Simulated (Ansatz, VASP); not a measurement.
One calculation of Al2O3, two programs

File INCAR:

```
SYSTEM = Al2O3
PREC = Accurate ; ENCUT = 520
EDIFF = 1E-6 ; ISMEAR = 0
SIGMA = 0.05 ; LREAL = .False.
LASPH = .True. ; NELM = 60
ALGO = Normal ; ISIF = 2
LWAVE = .False. ; LCHARG = .False.
GGA = PS ; NBANDS = 35
```

File KPOINTS:

```
Automatic mesh
0
Gamma
  6 6 6
  0 0 0
```

File POSCAR:

```
Al2O3
1.0
    2.5032663946      1.4452615268      3.9429783403
   -2.5032663946      1.4452615268      3.9429783403
    0.0000000000     -2.8905230535      3.9429783403
Al O
4 6
Direct
    0.8597195797      0.8597195797      0.8597195797
    0.6402804203      0.6402804203      0.6402804203
    0.1402804203      0.1402804203      0.1402804203
    0.3597195797      0.3597195797      0.3597195797
    0.0558571577      0.4441428423      0.7500000000
    0.7500000000      0.0558571577      0.4441428423
    0.4441428423      0.7500000000      0.0558571577
    0.9441428423      0.5558571577      0.2500000000
    0.2500000000      0.9441428423      0.5558571577
    0.5558571577      0.2500000000      0.9441428423
```

Input for Ansatz:

```yaml
crystal:
  lattice:
    - [2.5032663946, 1.4452615268, 3.9429783403]
    - [-2.5032663946, 1.4452615268, 3.9429783403]
    - [0.0, -2.8905230535, 3.9429783403]
  atoms:
    - { symbol: Al, position: [0.8597195797, 0.8597195797, 0.8597195797] }
    - { symbol: Al, position: [0.6402804203, 0.6402804203, 0.6402804203] }
    - { symbol: Al, position: [0.1402804203, 0.1402804203, 0.1402804203] }
    - { symbol: Al, position: [0.3597195797, 0.3597195797, 0.3597195797] }
    - { symbol: O, position: [0.0558571577, 0.4441428423, 0.75] }
    - { symbol: O, position: [0.75, 0.0558571577, 0.4441428423] }
    - { symbol: O, position: [0.4441428423, 0.75, 0.0558571577] }
    - { symbol: O, position: [0.9441428423, 0.5558571577, 0.25] }
    - { symbol: O, position: [0.25, 0.9441428423, 0.5558571577] }
    - { symbol: O, position: [0.5558571577, 0.25, 0.9441428423] }
basis:
  ecutwfc: 520.0
kpoints:
  mp_grid: { grid: [6, 6, 6] }
hamiltonian:
  xc: pbesol
  pseudopotentials: { kind: paw, azcp: { folder: soft_1 } }
scf:
  occupations: { method: gaussian, width: 0.05 }
output:
  forces: true
  stress: true
  eigenvalues: true
  write_density: true
  write_potential: true
  elf: true
  volumetric_format: npy
```

Alike in both runs: task single point; functional PBEsol; k mesh 6 × 6 × 6; occupations gaussian, width 0.05 eV; no spin polarisation.

|  | VASP | Ansatz |
| --- | --- | --- |
| version | VASP 6.6.1 | Ansatz 0.2.0 |
| potentials or method | VASP PAW PBE potentials, release 64 (Al, O), cutoff 520 eV | scalar-relativistic, plane waves, PAW |
| valence electrons in the cell | 48 | 48 |

```tsv
	VASP	Ansatz	Ansatz less VASP
gap on the k mesh at the Fermi level (eV)	4.34	4.34	0.000
least direct gap on the mesh (eV)	4.34	4.34	0.000
pressure (GPa)	-1.4	-1.5	-0.07
traceless stress, the component that is largest in VASP (GPa)	28.71	28.75	+0.039
rms of the force components (eV/Å)	0.240	0.241	+0.0011
```

VASP's potentials were made for PBE, not for PBEsol, and Ansatz warns of the same on its side. Atom by atom the forces differ by 0.001 eV/Å (rms over components).
